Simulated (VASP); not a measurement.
# RbHfC4 (F-43m) in VASP: a series of runs

Runs on RbHfC4. Level: PBE. Tasks: single point, relaxation of cell and atoms.

Program: VASP 6.6.1. These are calculated values, not measurements. Logs are shortened: lines on timing, memory, paths and dates and some standing lists are left out, and cuts for length are marked.

### 1 The cell of the first run

Symmetry: F-43m, No. 216, cubic system. The conventional cell has a = 7.341 Å, b = 7.341 Å, c = 7.341 Å, α = 90.00°, β = 90.00°, γ = 90.00°. Within 4.3 Å of Rb (site symmetry -43m) lie 4 Hf at 3.18 Å and 24 C at 3.22 to 4.29 Å. Hf (site symmetry -43m) has 4 C at 2.23 Å within 2.9 Å. Within 2.1 Å of C (site symmetry 3m) lie 3 C at 1.56 Å.

The cell was built from a structure type or drawn by symmetry, and may not be a known phase.

### 2 Single point, PBE

INCAR

```
SYSTEM = RbHfC4
ALGO = Normal ; EDIFF = 1E-6
ENCUT = 520 ; GGA = PE
ISIF = 2 ; ISMEAR = 0
LASPH = .True. ; LCHARG = .False.
LREAL = .False. ; LWAVE = .False.
NBANDS = 26 ; NELM = 80
PREC = Accurate ; SIGMA = 0.1
```

KPOINTS

```
k-points
0
Gamma
  4 4 4
  0 0 0
```

POSCAR

```
RbHfC4
1.0
    0.0000000000      3.6703866901      3.6703866901
    3.6703866901      0.0000000000      3.6703866901
    3.6703866901      3.6703866901      0.0000000000
Rb Hf C
1 1 4
Direct
    0.0000000000      0.0000000000      0.0000000000
    0.2500000000      0.2500000000      0.2500000000
    0.4250280603      0.4250280603      0.4250280603
    0.4250280603      0.4250280603      0.7249158191
    0.4250280603      0.7249158191      0.4250280603
    0.7249158191      0.4250280603      0.4250280603
```

Potentials or basis: VASP PAW PBE potentials, release 64 (Rb_sv, Hf_pv, C).

On the command line:

```console
$ cat potpaw_PBE.64/Rb_sv/POTCAR potpaw_PBE.64/Hf_pv/POTCAR potpaw_PBE.64/C/POTCAR > POTCAR
$ mpirun -np 1 vasp_std > vasp.out
```

OUTCAR:

```text
SYSTEM = RbHfC4
   EDIFF = 1E-6
   ENCUT = 520
   GGA = PE
   ISIF = 2
   ISMEAR = 0
   LASPH = .True.
   LREAL = .False.
   NELM = 80
   PREC = Accurate

 ion  position               nearest neighbor table
   1  0.000  0.000  0.000-   2 3.18   2 3.18   2 3.18   2 3.18   4 3.22   6 3.22   3 3.22   5 3.22
                             5 3.22   3 3.22   4 3.22   6 3.22   5 3.22   3 3.22   4 3.22   6 3.22
   2  0.250  0.250  0.250-   3 2.23   4 2.23   5 2.23   6 2.23   1 3.18   1 3.18   1 3.18   1 3.18

   3  0.425  0.425  0.425-   4 1.56   5 1.56   6 1.56   2 2.23   1 3.22   1 3.22   1 3.22
   4  0.425  0.425  0.725-   3 1.56   5 1.56   6 1.56   2 2.23   1 3.22   1 3.22   1 3.22
   5  0.425  0.725  0.425-   3 1.56   4 1.56   6 1.56   2 2.23   1 3.22   1 3.22   1 3.22
   6  0.725  0.425  0.425-   3 1.56   4 1.56   5 1.56   2 2.23   1 3.22   1 3.22   1 3.22

  LATTYP: Found a face centered cubic cell.
 ALAT       =     7.3407733802

  Lattice vectors:

 A1 = (   0.0000000000,   3.6703866901,   3.6703866901)
 A2 = (   3.6703866901,   0.0000000000,   3.6703866901)
 A3 = (   3.6703866901,   3.6703866901,   0.0000000000)

Analysis of symmetry for initial positions (statically):
=====================================================================
 Subroutine PRICEL returns:
 Original cell was already a primitive cell.

 Routine SETGRP: Setting up the symmetry group for a
 face centered cubic supercell.

 Subroutine GETGRP returns: Found 24 space group operations
 (whereof 24 operations were pure point group operations)
 out of a pool of 48 trial point group operations.

The static configuration has the point symmetry T_d .

Analysis of symmetry for dynamics (positions and initial velocities):
=====================================================================
 Subroutine PRICEL returns:
 Original cell was already a primitive cell.

 Routine SETGRP: Setting up the symmetry group for a
 face centered cubic supercell.

 Subroutine GETGRP returns: Found 24 space group operations
 (whereof 24 operations were pure point group operations)
 out of a pool of 48 trial point group operations.

The dynamic configuration has the point symmetry T_d .

 Subroutine INISYM returns: Found 24 space group operations
 (whereof 24 operations are pure point group operations),
 and found     1 'primitive' translations

----------------------------------------------------------------------------------------

                                     Primitive cell

  volume of cell :      98.8930

  direct lattice vectors                    reciprocal lattice vectors
     0.000000000  3.670386690  3.670386690    -0.136225429  0.136225429  0.136225429
     3.670386690  0.000000000  3.670386690     0.136225429 -0.136225429  0.136225429
     3.670386690  3.670386690  0.000000000     0.136225429  0.136225429 -0.136225429

  length of vectors
     5.190710636  5.190710636  5.190710636     0.235949364  0.235949364  0.235949364

  position of ions in fractional coordinates (direct lattice)
     0.000000000  0.000000000  0.000000000
     0.250000000  0.250000000  0.250000000
     0.425028060  0.425028060  0.425028060
     0.425028060  0.425028060  0.724915819
     0.425028060  0.724915819  0.425028060
     0.724915819  0.425028060  0.425028060

  ion indices of the primitive-cell ions
   primitive index   ion index
                 1           1
                 2           2
                 3           3
                 4           4
                 5           5
                 6           6

----------------------------------------------------------------------------------------

 KPOINTS: k-points

Automatic generation of k-mesh.
 Grid dimensions read from file:
 generate k-points for:    4    4    4

 Generating k-lattice:

  Cartesian coordinates                     Fractional coordinates (reciprocal lattice)
    -0.034056357  0.034056357  0.034056357     0.250000000  0.000000000  0.000000000
     0.034056357 -0.034056357  0.034056357     0.000000000  0.250000000  0.000000000
     0.034056357  0.034056357 -0.034056357     0.000000000  0.000000000  0.250000000

  Length of vectors
     0.058987341  0.058987341  0.058987341

  Shift w.r.t. Gamma in fractional coordinates (k-lattice)
     0.000000000  0.000000000  0.000000000

 Subroutine IBZKPT returns following result:
 ===========================================

 Found      8 irreducible k-points:

 Following reciprocal coordinates:
            Coordinates               Weight
  0.000000  0.000000  0.000000      1.000000
  0.250000  0.000000  0.000000      8.000000
  0.500000  0.000000  0.000000      4.000000
  0.250000  0.250000  0.000000      6.000000
  0.500000  0.250000  0.000000     24.000000
 -0.250000  0.250000  0.000000     12.000000
  0.500000  0.500000  0.000000      3.000000
 -0.250000  0.500000  0.250000      6.000000
   k-points           NKPTS =      8   k-points in BZ     NKDIM =      8   number of bands    NBANDS=     26
   number of dos      NEDOS =    301   number of ions     NIONS =      6
   total plane-waves  NPLWV =  64000
   dimension x,y,z NGX =    40 NGY =   40 NGZ =   40
   dimension x,y,z NGXF=    80 NGYF=   80 NGZF=   80
   ions per type =               1   1   4
   NGX,Y,Z   is equivalent  to a cutoff of  12.81, 12.81, 12.81 a.u.
   NGXF,Y,Z  is equivalent  to a cutoff of  25.62, 25.62, 25.62 a.u.
 SYSTEM =  RbHfC4
   PREC   = accura    normal or accurate (medium, high low for compatibility)
   ISTART =      0    job   : 0-new  1-cont  2-samecut
   ICHARG =      2    charge: 1-file 2-atom 10-const
   ISPIN  =      1    spin polarized calculation?
   LNONCOLLINEAR =      F non collinear calculations
   LSORBIT =      F    spin-orbit coupling
   LASPH  =      T    aspherical Exc in radial PAW
   ENCUT  =  520.0 eV  38.22 Ry    6.18 a.u.   9.65  9.65  9.65*2*pi/ulx,y,z
   NELM   =     80;   NELMIN=  2; NELMDL= -5     # of ELM steps
   EDIFF  = 0.1E-05   stopping-criterion for ELM
   LREAL  =      F    real-space projection
   EDIFFG = 0.1E-04   stopping-criterion for IOM
   NSW    =      0    number of steps for IOM
   IBRION =     -1    ionic relax: 0-MD 1-quasi-New 2-CG
   NFREE  =      0    steps in history (QN), initial steepest desc. (CG)
   ISIF   =      2    stress and relaxation
   ISYM   =      2    0-nonsym 1-usesym 2-fastsym
   POTIM  = 0.5000    time-step for ionic-motion
   TEBEG  =    0.0;   TEEND  =   0.0 temperature during run
   PSTRESS=    0.0 pullay stress
   NELECT =      35.0000    total number of electrons
   NUPDOWN=      -1.0000    fix difference up-down
   EMIN   =  10.00;   EMAX   =-10.00  energy-range for DOS
   EFERMI =   0.00;   METHOD = LEGACY
   ISMEAR =     0;   SIGMA  =   0.10  broadening in eV -4-tet -1-fermi 0-gaus
   EFERMI_NEDOS =   21; number of points for ismear=-14 and -15
   IALGO  =     38    algorithm
   IMIX   =      4    mixing-type and parameters
     AMIX     =   0.40;   BMIX     =  1.00
     AMIX_MAG =   1.60;   BMIX_MAG =  1.00
  volume/ion in A,a.u.               =      16.48       111.23
  Fermi-wavevector in a.u.,A,eV,Ry     =   1.158001  2.188305 18.244962  1.340967
  Thomas-Fermi vector in A             =   2.294607
   LORBIT       =      0    0 simple, 1 ext, 2 COOP (PROOUT), +10 PAW based schemes
   GGA     = PE    functional components
   LHFCALC =     F    Hartree Fock is set to
   AEXX    =    0.0000 exact exchange contribution
   IVDW    =     0    specifies the selected vdW correction
   LEPSILON=     F    determine dielectric tensor
   LRPA    =     F    only Hartree local field effects (RPA)
 non-spin polarized calculation
 Gauss-broadening in eV      SIGMA  =   0.10
  energy-cutoff  :      520.00
  volume of cell :       98.89
 maximum number of plane-waves:      2698
 NGX is ok and might be reduce to    40
   NGX = 19   NGY = 19   NGZ = 19

 number of electron      35.0000005 magnetization

 Free energy of the ion-electron system (eV)
  ---------------------------------------------------
  ext. energy  EPLUGINS =         0.00000000
  ---------------------------------------------------
  free energy    TOTEN  =       -42.36817077 eV

  energy without entropy =      -42.32235364  energy(sigma->0) =      -42.34526220

 E-fermi :   4.0489     XC(G=0):  -9.2973

 val. band max:        4.0470417152   @ k =   0.5000   0.2500   0.0000
 cond. band min:       4.1083170598   @ k =   0.5000   0.2500   0.0000
 fundamental gap:      0.0612753446
 Fermi energy:         4.0489481307

 k-point     1 :       0.0000    0.0000    0.0000
  band No.  band energies     occupation
      1     -27.5448      2.00000
      2     -27.5448      2.00000
      3     -27.5448      2.00000
      4     -24.4787      2.00000
      5     -16.6750      2.00000
      6      -8.7900      2.00000
[... 18 lines left out ...]
     25       9.8213      0.00000
     26       9.8213      0.00000

 k-point     2 :       0.2500    0.0000    0.0000
  band No.  band energies     occupation
      1     -27.5507      2.00000
      2     -27.5453      2.00000
      3     -27.5453      2.00000
      4     -24.4704      2.00000
      5     -16.6681      2.00000
      6      -8.7895      2.00000
[... 18 lines left out ...]
     25       9.8666      0.00000
     26       9.9080      0.00000

 k-point     3 :       0.5000    0.0000    0.0000
  band No.  band energies     occupation
      1     -27.5566      2.00000
      2     -27.5458      2.00000
      3     -27.5458      2.00000
      4     -24.4622      2.00000
      5     -16.6600      2.00000
      6      -8.8201      2.00000
[... 108 lines left out ...]
 k-point     7 :       0.5000    0.5000    0.0000
  band No.  band energies     occupation
      1     -27.5586      2.00000
      2     -27.5471      2.00000
      3     -27.5471      2.00000
      4     -24.4570      2.00000
      5     -16.6444      2.00000
      6      -9.0591      2.00000
[... 18 lines left out ...]
     25       9.1072      0.00000
     26       9.2747      0.00000

 k-point     8 :      -0.2500    0.5000    0.2500
  band No.  band energies     occupation
      1     -27.5562      2.00000
      2     -27.5494      2.00000
      3     -27.5471      2.00000
      4     -24.4570      2.00000
      5     -16.6462      2.00000
      6      -8.9996      2.00000
[... 18 lines left out ...]
     25       9.3851      0.00000
     26       9.4137      0.00000

------------------------ aborting loop because EDIFF is reached ----------------------------------------

  FORCE on cell =-STRESS in cart. coord.  units (eV):
  Direction    XX          YY          ZZ          XY          YZ          ZX
  --------------------------------------------------------------------------------------
  -------------------------------------------------------------------------------------
  Total        0.1777249      0.1777249      0.1777249     -0.0000000     -0.0000000      0.0000000
  in kB        2.8793435      2.8793435      2.8793435     -0.0000000     -0.0000000      0.0000000
  external PRESSURE =       2.8793435 kB  Pullay stress =       0.0000000 kB

 VOLUME and BASIS-vectors are now :
 -----------------------------------------------------------------------------
  energy-cutoff  :      520.00
  volume of cell :       98.89
      direct lattice vectors                 reciprocal lattice vectors
     0.000000000  3.670386690  3.670386690    -0.136225429  0.136225429  0.136225429
     3.670386690  0.000000000  3.670386690     0.136225429 -0.136225429  0.136225429
     3.670386690  3.670386690  0.000000000     0.136225429  0.136225429 -0.136225429

 POSITION                                       TOTAL-FORCE (eV/Angst)
 -----------------------------------------------------------------------------------
      0.00000      0.00000      0.00000        -0.000000     -0.000000      0.000000
      1.83519      1.83519      1.83519        -0.000000     -0.000000     -0.000000
      3.12003      3.12003      3.12003        -0.074208     -0.074208     -0.074208
      4.22074      4.22074      3.12003         0.074208      0.074208     -0.074208
      4.22074      3.12003      4.22074         0.074208     -0.074208      0.074208
      3.12003      4.22074      4.22074        -0.074208      0.074208      0.074208
 -----------------------------------------------------------------------------------
    total drift:                                0.000000      0.000000      0.000000

  FREE ENERGIE OF THE ION-ELECTRON SYSTEM (eV)
  ---------------------------------------------------
  free  energy   TOTEN  =       -42.3681707698 eV

  energy  without entropy=      -42.3223536399  energy(sigma->0) =      -42.34526220
```

It took 54 s on 1 thread of Intel Xeon 8259CL, shared host; peak memory 0.24 GiB.

Results:

```
Free energy            : -42.3682 eV
Pressure               : 0.3 GPa
Largest force          : 0.129 eV/Å
Band gap on the k mesh : zero (an odd number of electrons rules out a gap without spin polarisation)
```

Forces in eV/Å, atoms in the order of the input:
```
Rb   0.000  0.000  0.000
Hf   0.000  0.000  0.000
C   -0.074 -0.074 -0.074
C    0.074  0.074 -0.074
C    0.074 -0.074  0.074
C   -0.074  0.074  0.074
```

Caveat: the k points lie up to 0.37 Å⁻¹ apart, too coarse for converged energies and pressures of a metal; spin-orbit coupling is left out, which moves the levels of the heavy elements.

### 3 Relaxation of cell and atoms, PBE

This run uses another cell than the first one, of 18.90 Å³/atom.

INCAR

```
SYSTEM = RbHfC4
ALGO = Normal
EDIFF = 1E-6
EDIFFG = -0.04
ENCUT = 600
GGA = PE
IBRION = 2
ISIF = 3
ISMEAR = 0
LASPH = .TRUE.
LCHARG = .FALSE.
LREAL = .FALSE.
LWAVE = .FALSE.
NELM = 100
NSW = 90
PREC = Accurate
SIGMA = 0.1
```

KPOINTS

```
k-points
0
G
  4 4 4
  0 0 0
```

POSCAR

```
RbHfC4
1.0
    0.0000000000      3.8418338500      3.8418338500
    3.8418338500      0.0000000000      3.8418338500
    3.8418338500      3.8418338500      0.0000000000
Rb Hf C
1 1 4
Direct
    0.0000000000      0.0000000000      0.0000000000
    0.2500000000      0.2500000000      0.2500000000
    0.4366363500      0.4366363500      0.4366363500
    0.4366363500      0.4366363500      0.6900909400
    0.4366363500      0.6900909400      0.4366363500
    0.6900909400      0.4366363500      0.4366363500
```

Potentials or basis: VASP PAW PBE potentials, release 64 (Rb_sv, Hf_pv, C).

On the command line:

```console
$ cat potpaw_PBE.64/Rb_sv/POTCAR potpaw_PBE.64/Hf_pv/POTCAR potpaw_PBE.64/C/POTCAR > POTCAR
$ mpirun -np 1 vasp_std > vasp.out
```

Run time: 7.7 min. Hardware: 1 thread of Intel Xeon 8259CL, shared host; peak memory 0.35 GiB.

The run converged. Its results:

```
Free energy                           : -42.3862 eV
Relaxed volume                        : 16.50 Å³/atom
Relaxed cell                          : a = 5.193 Å, b = 5.193 Å, c = 5.193 Å, α = 60.00°, β = 60.00°, γ = 60.00°
Space group after relaxing (to 0.1 Å) : F-43m (No. 216)
Pressure after relaxing               : -0.1 GPa
Largest force after relaxing          : 0.011 eV/Å
Band gap on the k mesh                : zero (an odd number of electrons rules out a gap without spin polarisation)
```

Forces in eV/Å, atoms in the order of the input:
```
Rb   0.000  0.000  0.000
Hf   0.000  0.000  0.000
C    0.007  0.007  0.007
C   -0.007 -0.007  0.007
C   -0.007  0.007 -0.007
C    0.007 -0.007 -0.007
```

Final structure:
```xyz
6
Lattice="0.0000 3.6717 3.6717 3.6717 0.0000 3.6717 3.6717 3.6717 0.0000" Properties=species:S:1:pos:R:3 pbc="T T T"
Rb    0.0000    0.0000    0.0000
Hf    1.8358    1.8358    1.8358
C     3.1203    3.1203    3.1203
C     4.2231    4.2231    3.1203
C     4.2231    3.1203    4.2231
C     3.1203    4.2231    4.2231
```

Levels at points of the mesh, in eV from the Fermi level:
| k point | band 15 | band 16 | band 17 | band 18 | band 19 | band 20 |
| --- | --- | --- | --- | --- | --- | --- |
| (0.00, 0.00, 0.00) | -3.91 | -3.80 | -3.80 | 1.29 | 1.29 | 1.29 |
| (0.50, 0.00, 0.00) | -3.98 | -2.86 | -2.86 | 0.18 | 0.18 | 1.05 |
| (0.50, 0.50, 0.00) | -4.00 | -3.52 | -2.72 | -0.25 | 0.42 | 1.73 |

Caveat: spin-orbit coupling is left out, which moves the levels of the heavy elements.
